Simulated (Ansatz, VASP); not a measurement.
**Two plane-wave programs on KI**

```
CELL_PARAMETERS angstrom
6.08888 0.00000 0.00000
-3.04444 5.27313 0.00000
0.00000 0.00000 7.11966
ATOMIC_POSITIONS crystal
K 0.33333 0.66667 0.93657
K 0.66667 0.33333 0.43657
I 0.33333 0.66667 0.43657
I 0.66667 0.33333 0.93657
```

Alike in both runs: task relaxation of cell and atoms; functional PBE; k mesh 6 × 6 × 4; no spin polarisation.

|  | VASP | Ansatz |
| --- | --- | --- |
| version | VASP 6.6.1 | Ansatz 0.2.0 |
| potentials or method | VASP PAW PBE potentials, release 64 (K_sv, I), cutoff 600 eV | scalar-relativistic, plane waves, PAW |
| occupations | gaussian, width 0.01 eV | fixed |
| valence electrons in the cell | 32 | 52 |

VASP gave:

- gap on the k mesh at the Fermi level, each at its own relaxed structure (eV): 3.75
- relaxed volume (Å³/atom): 57.32
- relaxed length of the cell vector where the two differ most in proportion (Å): 6.097

Estimate Ansatz's values.

gap on the k mesh at the Fermi level, each at its own relaxed structure (eV): 3.75; relaxed volume (Å³/atom): 57.15; relaxed length of the cell vector where the two differ most in proportion (Å): 6.089.

VASP's potentials hold 32 valence electrons a cell and Ansatz's 52, so a difference there can come from the potentials and not from the codes. Ansatz's warnings: xc potential rough in thin density.

Neither program's run includes spin-orbit coupling.
